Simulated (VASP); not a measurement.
# Al2Cu in VASP: notebook

Al2Cu is run at these levels: PBEsol; tasks: single point, relaxation of cell and atoms.

All numbers are computed with VASP 6.6.1; they aren't measurements. Logs are shortened: lines on timing, memory, paths and dates and some standing lists are left out, and cuts for length are marked.

### Step 1. The cell of the first run

The typed cell holds 3 atoms: a = 4.093 Å, b = 4.093 Å, c = 2.838 Å, α = 90.00°, β = 90.00°, γ = 89.99°.

### Step 2. Single point, PBEsol

File INCAR:

```
SYSTEM = Al2Cu
PREC = Accurate
ENCUT = 600
EDIFF = 1E-6
ISMEAR = 0
SIGMA = 0.15
LREAL = .FALSE.
LASPH = .TRUE.
NELM = 120
ALGO = Normal
ISIF = 2
LWAVE = .FALSE.
LCHARG = .TRUE.
GGA = PS
LELF = .TRUE.
LVHAR = .TRUE.
NBANDS = 16
GGA_COMPAT = .FALSE.
```

File KPOINTS:

```
regular mesh
0
G
  8 8 12
  0 0 0
```

File POSCAR:

```
Al2Cu
1.0
    4.0927369003      0.0002036755      0.0000479205
    0.0002058518      4.0930668739     -0.0000146507
    0.0001226499     -0.0000616979      2.8383860408
Al Cu
2 1
Direct
    0.4999946806     -0.0000613176      0.4999887145
    0.0000174249      0.5000188844      0.5000020662
   -0.0000121055      0.0000424331      0.0000092193
```

Potentials or basis: VASP PAW PBE potentials, release 64 (Al, Cu).

Command:

```
> cat potpaw_PBE.64/Al/POTCAR potpaw_PBE.64/Cu/POTCAR > POTCAR
> mpirun -np 1 vasp_std > vasp.out
```

OUTCAR:

```text
SYSTEM = Al2Cu
   PREC = Accurate
   ENCUT = 600
   EDIFF = 1E-6
   ISMEAR = 0
   LREAL = .FALSE.
   LASPH = .TRUE.
   NELM = 120
   ISIF = 2
   GGA = PS

 ion  position               nearest neighbor table
   1  0.500  1.000  0.500-   3 2.49   3 2.49   3 2.49   3 2.49   2 2.89   2 2.89   2 2.89   2 2.89

   2  0.000  0.500  0.500-   3 2.49   3 2.49   3 2.49   3 2.49   1 2.89   1 2.89   1 2.89   1 2.89

   3  1.000  0.000  0.000-   1 2.49   1 2.49   2 2.49   1 2.49   1 2.49   2 2.49   2 2.49   2 2.49

  LATTYP: Found a triclinic cell.
 ALAT       =     4.9805275582
 B/A-ratio  =     0.5698966647
 C/A-ratio  =     0.8218139206
 COS(alpha) =     0.0000253142
 COS(beta)  =     0.0000966488
 COS(gamma) =     0.5698515354

  Lattice vectors:

 A1 = (   4.0926142504,   0.0002653734,  -2.8383381203)
 A2 = (  -0.0001226499,   0.0000616979,  -2.8383860408)
 A3 = (   0.0002058518,   4.0930668739,  -0.0000146507)

Analysis of symmetry for initial positions (statically):
=====================================================================
 Subroutine PRICEL returns:
 Original cell was already a primitive cell.

 Routine SETGRP: Setting up the symmetry group for a
 triclinic supercell.

 Subroutine GETGRP returns: Found  1 space group operations
 (whereof  1 operations were pure point group operations)
 out of a pool of  2 trial point group operations.

The static configuration has the point symmetry C_1 .

Analysis of symmetry for dynamics (positions and initial velocities):
=====================================================================
 Subroutine PRICEL returns:
 Original cell was already a primitive cell.

 Routine SETGRP: Setting up the symmetry group for a
 triclinic supercell.

 Subroutine GETGRP returns: Found  1 space group operations
 (whereof  1 operations were pure point group operations)
 out of a pool of  2 trial point group operations.

The dynamic configuration has the point symmetry C_1 .

 Subroutine INISYM returns: Found  1 space group operations
 (whereof  1 operations are pure point group operations),
 and found     1 'primitive' translations

----------------------------------------------------------------------------------------

                                     Primitive cell

  volume of cell :      47.5482

  direct lattice vectors                    reciprocal lattice vectors
     4.092736900  0.000203676  0.000047921     0.244335277 -0.000012288 -0.000010558
     0.000205852  4.093066874 -0.000014651    -0.000012158  0.244315579  0.000005311
     0.000122650 -0.000061698  2.838386041    -0.000004125  0.000001261  0.352312894

  length of vectors
     4.092736906  4.093066879  2.838386044     0.244335277  0.244315579  0.352312894

  position of ions in fractional coordinates (direct lattice)
     0.499994681  0.999938682  0.499988714
     0.000017425  0.500018884  0.500002066
     0.999987895  0.000042433  0.000009219

  ion indices of the primitive-cell ions
   primitive index   ion index
                 1           1
                 2           2
                 3           3

----------------------------------------------------------------------------------------

 KPOINTS: regular mesh

Automatic generation of k-mesh.
 Grid dimensions read from file:
 generate k-points for:    8    8   12

 Generating k-lattice:

  Cartesian coordinates                     Fractional coordinates (reciprocal lattice)
     0.030541910 -0.000001536 -0.000001320     0.125000000  0.000000000  0.000000000
    -0.000001520  0.030539447  0.000000664     0.000000000  0.125000000  0.000000000
    -0.000000344  0.000000105  0.029359408     0.000000000  0.000000000  0.083333333

  Length of vectors
     0.030541910  0.030539447  0.029359408

  Shift w.r.t. Gamma in fractional coordinates (k-lattice)
     0.000000000  0.000000000  0.000000000

 -----------------------------------------------------------------------------
|                                                                             |
|           W    W    AA    RRRRR   N    N  II  N    N   GGGG   !!!           |
|           W    W   A  A   R    R  NN   N  II  NN   N  G    G  !!!           |
|           W    W  A    A  R    R  N N  N  II  N N  N  G       !!!           |
|           W WW W  AAAAAA  RRRRR   N  N N  II  N  N N  G  GGG   !            |
|           WW  WW  A    A  R   R   N   NN  II  N   NN  G    G                |
|           W    W  A    A  R    R  N    N  II  N    N   GGGG   !!!           |
|                                                                             |
|     Your reciprocal lattice and k-lattice belong to different lattice       |
|     classes:                                                                |
|                                                                             |
|        The reciprocal lattice is base-centered monoclinic,                  |
|        whereas your k-lattice is triclinic.                                 |
|                                                                             |
|     Results are often still useful ...                                      |
|                                                                             |
 -----------------------------------------------------------------------------

 Subroutine IBZKPT returns following result:
 ===========================================

 Found    388 irreducible k-points:

 Following reciprocal coordinates:
            Coordinates               Weight
  0.000000  0.000000  0.000000      1.000000
  0.125000  0.000000  0.000000      2.000000
 -0.000000  0.125000  0.000000      2.000000
  0.250000  0.000000  0.000000      2.000000
 -0.000000  0.250000  0.000000      2.000000
  0.375000  0.000000  0.000000      2.000000
[... 16 lines left out ...]
  0.375000  0.250000 -0.000000      2.000000
  0.250000  0.375000 -0.000000      2.000000
 [... further k-points ...]
   k-points           NKPTS =    388   k-points in BZ     NKDIM =    388   number of bands    NBANDS=     16
   number of dos      NEDOS =    301   number of ions     NIONS =      3
   total plane-waves  NPLWV =  31104
   dimension x,y,z NGX =    36 NGY =   36 NGZ =   24
   dimension x,y,z NGXF=    72 NGYF=   72 NGZF=   48
   ions per type =               2   1
   NGX,Y,Z   is equivalent  to a cutoff of  14.62, 14.62, 14.06 a.u.
   NGXF,Y,Z  is equivalent  to a cutoff of  29.25, 29.24, 28.11 a.u.
 SYSTEM =  Al2Cu
   PREC   = accura    normal or accurate (medium, high low for compatibility)
   ISTART =      0    job   : 0-new  1-cont  2-samecut
   ICHARG =      2    charge: 1-file 2-atom 10-const
   ISPIN  =      1    spin polarized calculation?
   LNONCOLLINEAR =      F non collinear calculations
   LSORBIT =      F    spin-orbit coupling
   LASPH  =      T    aspherical Exc in radial PAW
   ENCUT  =  600.0 eV  44.10 Ry    6.64 a.u.   8.17  8.17  5.67*2*pi/ulx,y,z
   NELM   =    120;   NELMIN=  2; NELMDL= -5     # of ELM steps
   EDIFF  = 0.1E-05   stopping-criterion for ELM
   LREAL  =      F    real-space projection
   EDIFFG = 0.1E-04   stopping-criterion for IOM
   NSW    =      0    number of steps for IOM
   IBRION =     -1    ionic relax: 0-MD 1-quasi-New 2-CG
   NFREE  =      0    steps in history (QN), initial steepest desc. (CG)
   ISIF   =      2    stress and relaxation
   ISYM   =      2    0-nonsym 1-usesym 2-fastsym
   POTIM  = 0.5000    time-step for ionic-motion
   TEBEG  =    0.0;   TEEND  =   0.0 temperature during run
   PSTRESS=    0.0 pullay stress
   NELECT =      17.0000    total number of electrons
   NUPDOWN=      -1.0000    fix difference up-down
   EMIN   =  10.00;   EMAX   =-10.00  energy-range for DOS
   EFERMI =   0.00;   METHOD = LEGACY
   ISMEAR =     0;   SIGMA  =   0.15  broadening in eV -4-tet -1-fermi 0-gaus
   EFERMI_NEDOS =   21; number of points for ismear=-14 and -15
   IALGO  =     38    algorithm
   IMIX   =      4    mixing-type and parameters
     AMIX     =   0.40;   BMIX     =  1.00
     AMIX_MAG =   1.60;   BMIX_MAG =  1.00
  volume/ion in A,a.u.               =      15.85       106.96
  Fermi-wavevector in a.u.,A,eV,Ry     =   1.161929  2.195728 18.368954  1.350080
  Thomas-Fermi vector in A             =   2.298496
   LORBIT       =      0    0 simple, 1 ext, 2 COOP (PROOUT), +10 PAW based schemes
   GGA     = PS    functional components
   LHFCALC =     F    Hartree Fock is set to
   AEXX    =    0.0000 exact exchange contribution
   IVDW    =     0    specifies the selected vdW correction
   LEPSILON=     F    determine dielectric tensor
   LRPA    =     F    only Hartree local field effects (RPA)
 non-spin polarized calculation
 Gauss-broadening in eV      SIGMA  =   0.15
  energy-cutoff  :      600.00
  volume of cell :       47.55
 maximum number of plane-waves:      1622
 NGX is ok and might be reduce to    36
   NGX = 17   NGY = 17   NGZ = 11

 number of electron      16.9999995 magnetization

 Free energy of the ion-electron system (eV)
  ---------------------------------------------------
  ext. energy  EPLUGINS =         0.00000000
  ---------------------------------------------------
  free energy    TOTEN  =       -12.57525660 eV

  energy without entropy =      -12.56866238  energy(sigma->0) =      -12.57195949

 E-fermi :   7.3275     XC(G=0): -10.5860

 val. band max:        7.2878645272   @ k =   0.1250   0.5000   0.0833
 cond. band min:       7.3707533425   @ k =   0.5000   0.5000   0.5000
 fundamental gap:      0.0828888153
 Fermi energy:         7.3274789750

 k-point     1 :       0.0000    0.0000    0.0000
  band No.  band energies     occupation
      1      -3.3797      2.00000
      2       1.7663      2.00000
      3       2.2830      2.00000
      4       2.9705      2.00000
      5       3.2033      2.00000
      6       3.2034      2.00000
[... 8 lines left out ...]
     15      14.5600      0.00000
     16      20.1292      0.00000

 k-point     2 :       0.1250    0.0000    0.0000
  band No.  band energies     occupation
      1      -3.2476      2.00000
      2       1.6810      2.00000
      3       2.2517      2.00000
      4       2.9304      2.00000
      5       3.1991      2.00000
      6       3.2041      2.00000
[... 8 lines left out ...]
     15      15.9961      0.00000
     16      19.7181      0.00000
[... 387 lines left out ...]
      5       2.9843      2.00000
      6       3.1824      2.00000
[... 8 lines left out ...]
     15      17.9114      0.00000
     16      19.2363      0.00000

 k-point    24 :       0.2500    0.3750   -0.0000
  band No.  band energies     occupation
      1      -1.7410      2.00000
      2       0.5804      2.00000
      3       1.8729      2.00000
      4       2.5442      2.00000
      5       2.9842      2.00000
      6       3.1826      2.00000
[... 8 lines left out ...]
     15      17.9111      0.00000
     16      19.2360      0.00000

 [... further k-points ...]
[... 5 lines left out ...]
  --------------------------------------------------------------------------------------
  -------------------------------------------------------------------------------------
  Total        0.0741516      0.0700206      0.0666131     -0.0015782      0.0004470     -0.0009680
  in kB        2.4986001      2.3594040      2.2445861     -0.0531794      0.0150624     -0.0326170
  external PRESSURE =       2.3675300 kB  Pullay stress =       0.0000000 kB

 VOLUME and BASIS-vectors are now :
 -----------------------------------------------------------------------------
  energy-cutoff  :      600.00
  volume of cell :       47.55
      direct lattice vectors                 reciprocal lattice vectors
     4.092736900  0.000203676  0.000047921     0.244335277 -0.000012288 -0.000010558
     0.000205852  4.093066874 -0.000014651    -0.000012158  0.244315579  0.000005311
     0.000122650 -0.000061698  2.838386041    -0.000004125  0.000001261  0.352312894

 POSITION                                       TOTAL-FORCE (eV/Angst)
 -----------------------------------------------------------------------------------
      2.04661      4.09289      1.41917         0.000019      0.000646      0.000182
      0.00024      2.04658      1.41919        -0.000183     -0.000082      0.000054
      4.09269      0.00038      0.00007         0.000164     -0.000565     -0.000236
 -----------------------------------------------------------------------------------
    total drift:                                0.000000      0.000002      0.000002

  FREE ENERGIE OF THE ION-ELECTRON SYSTEM (eV)
  ---------------------------------------------------
  free  energy   TOTEN  =       -12.5752565963 eV

  energy  without entropy=      -12.5686623793  energy(sigma->0) =      -12.57195949
```

Run time: 6.1 min. Hardware: 1 thread of Oxide Virtual Turin-like, shared host; peak memory 0.43 GiB.

Results:

| Item | Value |
| --- | --- |
| Free energy | -12.5753 eV |
| Pressure | 0.2 GPa |
| Band gap on the k mesh | zero (an odd number of electrons rules out a gap without spin polarisation) |

Levels at points of the mesh, in eV from the Fermi level:
```tsv
k point	band 7	band 8	band 9	band 10	band 11	band 12
(0.00, 0.00, 0.00)	-2.51	-2.51	-0.14	0.79	6.09	6.09
(0.50, 0.00, 0.00)	-4.12	-1.20	1.50	1.64	1.85	7.80
(0.00, 0.50, 0.00)	-4.12	-1.20	1.50	1.64	1.85	7.80
(0.50, 0.50, 0.00)	-4.15	-4.15	-2.50	8.54	8.54	9.69
(0.00, 0.00, 0.50)	-3.01	2.46	2.63	2.63	2.70	2.70
(0.50, 0.00, 0.50)	-3.14	-2.46	-1.64	3.74	3.94	4.47
(0.00, 0.50, 0.50)	-3.14	-2.46	-1.64	3.74	3.95	4.47
(0.50, 0.50, 0.50)	-2.34	-2.34	-0.83	-0.83	0.04	0.04
```

Caveat: the PAW data sets were made with another functional, which shifts forces and pressure a little.

### Step 3. Single point, PBEsol (atoms moved at random and the cell strained at random)

File INCAR:

```
SYSTEM = Al2Cu
PREC     = Accurate       ! precision mode
ENCUT    = 600            ! plane-wave cutoff, eV
EDIFF    = 1E-6           ! SCF threshold, eV
ISMEAR   = 0              ! smearing method
SIGMA    = 0.15           ! smearing width, eV
LREAL    = .False.        ! projectors in reciprocal space
LASPH    = .True.         ! aspherical terms in the spheres
NELM     = 120            ! most SCF steps
ALGO     = Normal         ! electronic algorithm
ISIF     = 2              ! what is computed and relaxed
LWAVE    = .False.        ! write WAVECAR
LCHARG   = .False.        ! write CHGCAR
GGA      = PS             ! functional
NBANDS   = 16             ! bands
GGA_COMPAT= .False.
```

File KPOINTS:

```
regular mesh
0
Gamma
  8 8 12
  0 0 0
```

File POSCAR:

```
Al2Cu
1.0
    4.1059891128      0.0106838924      0.0263988388
    0.0106838924      4.1688832905     -0.0153488200
    0.0183982242     -0.0106971005      2.8406069316
Al Cu
2 1
Direct
    0.5003178163     -0.0048782686      0.5037661623
    0.0010306250      0.4997589399      0.4968213964
   -0.0013484413      0.0051193287     -0.0005875587
```

Potentials or basis: VASP PAW PBE potentials, release 64 (Al, Cu).

Command:

```
> cat potpaw_PBE.64/Al/POTCAR potpaw_PBE.64/Cu/POTCAR > POTCAR
> mpirun -np 1 vasp_std > vasp.out
```

It took 6.9 min on 1 thread of Oxide Virtual Turin-like, shared host; peak memory 0.44 GiB.

Results (log left out):

* Free energy: -12.5620 eV
* Pressure: -1.7 GPa
* Largest force: 0.133 eV/Å
* Band gap on the k mesh: zero (an odd number of electrons rules out a gap without spin polarisation)

Forces in eV/Å, atoms in the order of the input:
```
Al  -0.038  0.026 -0.039
Al  -0.002  0.100  0.027
Cu   0.040 -0.127  0.012
```

Stress tensor (GPa, compression positive):
```
-0.94 -0.24 -0.69
-0.24 -3.22  0.42
-0.69  0.42 -1.01
```

Levels at points of the mesh, in eV from the Fermi level:
```csv
k point,band 6,band 7,band 8,band 9,band 10,band 11,band 12,band 13
"(0.00, 0.00, 0.00)",-4.00,-2.58,-2.38,-0.29,0.79,5.79,5.99,6.56
"(0.50, 0.00, 0.00)",-4.06,-4.00,-1.27,1.34,1.51,1.59,7.93,8.39
"(0.00, 0.50, 0.00)",-4.03,-4.03,-1.14,1.51,1.68,1.83,7.86,7.97
"(0.50, 0.50, 0.00)",-4.25,-4.05,-4.02,-2.44,8.40,8.52,9.51,9.73
"(0.00, 0.00, 0.50)",-4.07,-2.92,2.29,2.53,2.62,2.74,2.77,3.18
"(0.50, 0.00, 0.50)",-4.15,-3.04,-2.37,-1.55,3.63,3.88,4.33,4.83
"(0.00, 0.50, 0.50)",-4.14,-3.05,-2.38,-1.61,3.78,3.95,4.50,5.07
"(0.50, 0.50, 0.50)",-3.39,-2.32,-2.25,-0.77,-0.71,-0.02,0.07,2.40
```

Caveat: the cell differs from its parent crystal (atoms moved at random and the cell strained at random); the PAW data sets were made with another functional, which shifts forces and pressure a little.

[end of part 1 of 2]

The gap in the log of VASP goes by the Fermi energy; the results here count the filled bands.